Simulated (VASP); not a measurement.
The system is SnO.

```xyz
2
Lattice="3.1319 0.0000 0.0000 0.0000 3.1319 0.0000 0.0000 0.0000 3.1319" Properties=species:S:1:pos:R:3 pbc="T T T"
Sn    0.0000    0.0000    0.0000
O     1.5660    1.5660    1.5660
```

Base run:

| Property | Result |
| --- | --- |
| Program | VASP 6.6.1 |
| Functional | PBE-based screened hybrid |
| Potentials or basis | VASP PAW PBE potentials, release 64 (Sn_d, O) |
| Cutoff | 520 eV |
| k mesh | 5 × 5 × 5 |
| Occupations | fermi-dirac, width 0.05 eV |
| Spin | no spin polarisation |

Its results: band gap on the k mesh 1.40 eV, indirect (least direct gap 1.93 eV); pressure -0.6 GPa.

Q: The run is repeated on the same cell with these changes: share of exact exchange from 0.05 to 0.3. What comes out?

A: Band gap on the k mesh 2.12 eV, indirect (least direct gap 2.60 eV); pressure -4.4 GPa.

Caveats: the PAW data sets were made with another functional, which shifts forces and pressure a little; spin-orbit coupling is left out, which moves the levels of the heavy elements.

A k mesh can miss the band edges.
